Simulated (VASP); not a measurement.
A run of VASP 6.6.1:

Contents of INCAR:

```
SYSTEM = MgO
PREC = Accurate
ENCUT = 600
EDIFF = 1E-6
ISMEAR = 0
SIGMA = 0.01
LREAL = .False.
LASPH = .True.
NELM = 60
ALGO = Normal
ISIF = 3
LWAVE = .False.
LCHARG = .False.
IBRION = 2
NSW = 80
EDIFFG = -0.01
```

The input KPOINTS:

```
Automatic mesh
0
Gamma
  12 12 8
  0 0 0
```

Contents of POSCAR:

```
MgO
1.0
    2.9380210000      0.0000000000      0.0000000000
   -1.4690100000      2.5444010000      0.0000000000
    0.0000000000      0.0000000000      2.6796800000
Mg O
1 1
Direct
    0.0000000000      0.0000000000      0.0000000000
    0.3333333333      0.6666666667      0.5000000000
```

Potentials or basis: VASP PAW LDA potentials, release 64 (Mg, O).

Run with:

```sh
$ cat potpaw_LDA.64/Mg/POTCAR potpaw_LDA.64/O/POTCAR > POTCAR
$ mpirun -np 1 vasp_std > vasp.out
```

Hardware: 1 thread of Intel Xeon 8259CL, with other jobs on the host.

Question: How long does it take, and how much memory?

Answer: Wall time 55 s on 1 thread of Intel Xeon 8259CL (shared host), peak memory 0.15 GiB. Counts: scf iterations 34, k points 95, ion steps 5.
